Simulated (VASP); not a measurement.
The system is GaGeCl5.

```
CELL_PARAMETERS angstrom
4.68776 0.00000 0.00000
0.00000 4.68776 0.00000
0.00000 0.00000 8.16788
ATOMIC_POSITIONS crystal
Ga 0.00000 0.00000 0.50000
Ge 0.50000 0.50000 0.00000
Cl 0.00000 0.00000 0.00000
Cl 0.50000 0.00000 0.70479
Cl 0.00000 0.50000 0.70479
Cl 0.50000 0.00000 0.29521
Cl 0.00000 0.50000 0.29521
```

| Item | Value |
| --- | --- |
| Program | VASP 6.6.1 |
| Task | relaxation of cell and atoms |
| Functional | PBEsol |
| Potentials or basis | VASP PAW PBE potentials, release 64 (Ga_d, Ge_d, Cl) |
| Cutoff | 600 eV |
| k mesh | 4 × 4 × 4 |
| Occupations | fermi-dirac, width 0.03 eV |
| Spin | no spin polarisation |

At the start: pressure -8.3 GPa; volume 25.64 Å³/atom.

Task: How do energy, volume and symmetry change on relaxing?

Result: Over 11 steps the energy falls by 210.1 meV/atom and the volume is 19.61 Å³/atom (-23.5 %); space group P4/mmm (No. 123, to 0.1 Å) before and after.

The path:
```csv
step,energy change (eV),largest force (eV/Å),pressure (GPa),volume (Å³)
1,0.0000,0.3536,-8.32,179.49
2,-1.3529,0.1636,-3.47,147.05
3,-1.4677,0.0282,-0.36,138.26
4,-1.4688,0.0093,0.14,137.25
5,-1.4701,0.0296,0.08,137.30
6,-1.4702,0.0441,0.04,137.32
7,-1.4705,0.0290,-0.02,137.44
8,-1.4707,0.0145,-0.09,137.55
9,-1.4706,0.0133,-0.24,137.79
10,-1.4707,0.0074,-0.12,137.62
11,-1.4710,0.0009,0.00,137.28
```

Final structure:
```cif
data_structure
_symmetry_space_group_name_H-M 'P 1'
_symmetry_Int_Tables_number 1
_cell_length_a 4.3253
_cell_length_b 4.3253
_cell_length_c 7.3381
_cell_angle_alpha 90.000
_cell_angle_beta 90.000
_cell_angle_gamma 90.000
_cell_volume 137.28
loop_
_atom_site_label
_atom_site_type_symbol
_atom_site_fract_x
_atom_site_fract_y
_atom_site_fract_z
_atom_site_occupancy
Ga1 Ga 0.00000 0.00000 0.50000 1
Ge1 Ge 0.50000 0.50000 0.00000 1
Cl1 Cl 0.00000 0.00000 0.00000 1
Cl2 Cl 0.50000 0.00000 0.70296 1
Cl3 Cl 0.00000 0.50000 0.70296 1
Cl4 Cl 0.50000 0.00000 0.29704 1
Cl5 Cl 0.00000 0.50000 0.29704 1
```

Caveat: the volume moved by over 15 % at a fixed basis, so the end points are rough; the PAW data sets were made with another functional, which shifts forces and pressure a little.
